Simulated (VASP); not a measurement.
# NiO in VASP: a series of runs, part 2 of 3

VASP 6.6.1. The steps go on from the part before.

## (3) Single point, r2SCAN, collinear spin, ferromagnetic start

This run uses another cell than the first one, of 9.27 Å³/atom.

The input, POSCAR:

```
NiO
1.0
    0.0000000000      2.1009303474      2.1009303474
    2.1009303474      0.0000000000      2.1009303474
    2.1009303474      2.1009303474      0.0000000000
Ni O
1 1
Direct
    0.0000000000      0.0000000000      0.0000000000
    0.5000000000      0.5000000000      0.5000000000
```

The input, INCAR.step1:

```
SYSTEM = NiO
PREC = Accurate
ENCUT = 520
ISMEAR = 0
SIGMA = 0.02
LREAL = .False.
LASPH = .True.
NELM = 150
ISPIN = 2
MAGMOM = 1.84 0.31
LMAXMIX = 4
NBANDS = 19
GGA = PE
ALGO = Normal
EDIFF = 1E-4
LWAVE = .True.
LCHARG = .False.
```

The input, INCAR.step2:

```
SYSTEM = NiO
PREC = Accurate
ENCUT = 520
EDIFF = 1E-6
ISMEAR = 0
SIGMA = 0.02
LREAL = .False.
LASPH = .True.
NELM = 150
ALGO = Normal
ISIF = 2
LWAVE = .False.
LCHARG = .False.
ISPIN = 2
MAGMOM = 1.84 0.31
LORBIT = 11
LMAXMIX = 4
METAGGA = R2SCAN
LMIXTAU = .True.
NBANDS = 19
ISTART = 1
```

The input, KPOINTS:

```
Automatic mesh
0
Gamma
  12 12 12
  0 0 0
```

Potentials or basis: VASP PAW PBE potentials, release 64 (Ni, O).

Command:

```bash
> cat potpaw_PBE.64/Ni/POTCAR potpaw_PBE.64/O/POTCAR > POTCAR
> cp INCAR.step1 INCAR
> mpirun -np 1 vasp_std > vasp.out
> cp INCAR.step2 INCAR
> mpirun -np 1 vasp_std > vasp.out
```

OUTCAR:

```text
SYSTEM = NiO
   PREC = Accurate
   ENCUT = 520
   EDIFF = 1E-6
   ISMEAR = 0
   LREAL = .False.
   LASPH = .True.
   NELM = 150
   ISIF = 2
   ISPIN = 2
   LORBIT = 11
   METAGGA = R2SCAN
   ISTART = 1

 ion  position               nearest neighbor table
   1  0.000  0.000  0.000-   2 2.10   2 2.10   2 2.10   2 2.10   2 2.10   2 2.10
   2  0.500  0.500  0.500-   1 2.10   1 2.10   1 2.10   1 2.10   1 2.10   1 2.10

  LATTYP: Found a face centered cubic cell.
 ALAT       =     4.2018606948

  Lattice vectors:

 A1 = (   0.0000000000,   2.1009303474,   2.1009303474)
 A2 = (   2.1009303474,   0.0000000000,   2.1009303474)
 A3 = (   2.1009303474,   2.1009303474,   0.0000000000)

Analysis of symmetry for initial positions (statically):
=====================================================================
 Subroutine PRICEL returns:
 Original cell was already a primitive cell.

 Routine SETGRP: Setting up the symmetry group for a
 face centered cubic supercell.

 Subroutine GETGRP returns: Found 48 space group operations
 (whereof 48 operations were pure point group operations)
[... 719 lines left out ...]

 k-point     1 :       0.0000    0.0000    0.0000
  band No.  band energies     occupation
      1     -13.1329      1.00000
      2       5.0749      1.00000
      3       5.0752      1.00000
      4       5.0753      1.00000
      5       5.2168      1.00000
      6       5.2168      1.00000
[... 517 lines left out ...]
     18      39.3150      0.00000
     19      39.6141      0.00000

 [... further k-points ...]
[... 5 lines left out ...]
  --------------------------------------------------------------------------------------
  -------------------------------------------------------------------------------------
  Total       -0.2218898     -0.2218898     -0.2218898      0.0000000      0.0000000     -0.0000000
  in kB      -19.1682700    -19.1682700    -19.1682700      0.0000000      0.0000000     -0.0000000
  external PRESSURE =     -19.1682700 kB  Pullay stress =       0.0000000 kB

 VOLUME and BASIS-vectors are now :
 -----------------------------------------------------------------------------
  energy-cutoff  :      520.00
  volume of cell :       18.55
      direct lattice vectors                 reciprocal lattice vectors
     0.000000000  2.100930347  2.100930347    -0.237989803  0.237989803  0.237989803
     2.100930347  0.000000000  2.100930347     0.237989803 -0.237989803  0.237989803
     2.100930347  2.100930347  0.000000000     0.237989803  0.237989803 -0.237989803

 POSITION                                       TOTAL-FORCE (eV/Angst)
 -----------------------------------------------------------------------------------
      0.00000      0.00000      0.00000         0.000000      0.000000      0.000000
      2.10093      2.10093      2.10093        -0.000000     -0.000000     -0.000000
 -----------------------------------------------------------------------------------
    total drift:                                0.000000     -0.000000     -0.000000

  FREE ENERGIE OF THE ION-ELECTRON SYSTEM (eV)
  ---------------------------------------------------
  free  energy   TOTEN  =       -20.1101244435 eV

  energy  without entropy=      -20.1101244435  energy(sigma->0) =      -20.11012444

 total charge

# of ion       s       p       d       tot
------------------------------------------
    1        0.331   0.405   8.160   8.896
    2        1.555   3.485   0.000   5.040
--------------------------------------------------
tot          1.885   3.890   8.160  13.936

 magnetization (x)

# of ion       s       p       d       tot
------------------------------------------
    1        0.011   0.011   1.672   1.694
    2        0.028   0.247   0.000   0.275
--------------------------------------------------
tot          0.039   0.258   1.672   1.969
```

OSZICAR.step1:

```text
N       E                     dE             d eps       ncg     rms          rms(c)
DAV:   1     0.868848245743E+02    0.86885E+02   -0.71847E+03  5795   0.104E+03
DAV:   2    -0.839794701416E+01   -0.95283E+02   -0.82858E+02  5672   0.237E+02
DAV:   3    -0.137595807086E+02   -0.53616E+01   -0.51483E+01  6259   0.574E+01
DAV:   4    -0.138077343026E+02   -0.48154E-01   -0.48115E-01  6117   0.529E+00
DAV:   5    -0.138084723230E+02   -0.73802E-03   -0.73795E-03  6123   0.656E-01    0.149E+01
DAV:   6    -0.127569107184E+02    0.10516E+01   -0.13053E+01  7129   0.616E+01    0.191E+01
DAV:   7    -0.115054126603E+02    0.12515E+01   -0.45893E+00  6943   0.486E+01    0.626E+00
DAV:   8    -0.114826397626E+02    0.22773E-01   -0.22386E-01  6928   0.699E+00    0.381E+00
DAV:   9    -0.114774366377E+02    0.52031E-02   -0.35184E-02  8194   0.333E+00    0.108E+00
DAV:  10    -0.114774927750E+02   -0.56137E-04   -0.59523E-03  5838   0.678E-01    0.236E-01
DAV:  11    -0.114774283824E+02    0.64393E-04   -0.28438E-04  5528   0.312E-01
   1 F= -.11477428E+02 E0= -.11477225E+02  d E =-.406969E-03  mag=     1.7577
```

Run time: 2.1 min. Hardware: 1 thread of AMD EPYC 9R45 (Zen 5), shared host; peak memory 0.15 GiB.

Results:

| Item | Value |
| --- | --- |
| Free energy | -20.1101 eV |
| Pressure | -1.9 GPa |
| Band gap on the k mesh | 0.77 eV (least direct gap 1.76 eV) |
| Net moment | 2.00 μB per cell |
| Site moments | Ni +1.69; O +0.28 μB |
| Valence electrons inside the program's atomic spheres | Ni 8.90; O 5.04 |

Levels at points of the mesh, in eV from the valence-band top:
Spin up:
```csv
k point,band 7,band 8,band 9,band 10,band 11,band 12
"(0.00, 0.00, 0.00)",-2.69,-2.69,-2.69,2.12,18.78,19.57
"(0.50, 0.00, 0.00)",-1.80,0.00,0.00,6.34,10.79,14.80
"(0.50, 0.50, 0.00)",-3.11,-2.15,-2.15,6.72,11.55,12.72
```
Spin down:
```csv
k point,band 3,band 4,band 5,band 6,band 7,band 8,band 9,band 10,band 11,band 12
"(0.00, 0.00, 0.00)",-2.15,-2.15,-2.01,-2.01,-2.01,0.77,0.77,2.67,18.87,19.90
"(0.50, 0.00, 0.00)",-4.27,-4.27,-1.23,-1.23,-0.86,3.48,3.48,6.64,11.61,15.21
"(0.50, 0.50, 0.00)",-3.42,-3.42,-3.00,-1.18,-1.18,1.23,1.74,7.36,12.16,13.08
```

Caveat: semilocal functionals underestimate gaps, and a narrow one can read as zero; the PAW data sets were made with another functional, which shifts forces and pressure a little; a cell with one magnetic atom can't hold antiferromagnetic order, which such compounds often take.

(Continued in part 3 of 3.)
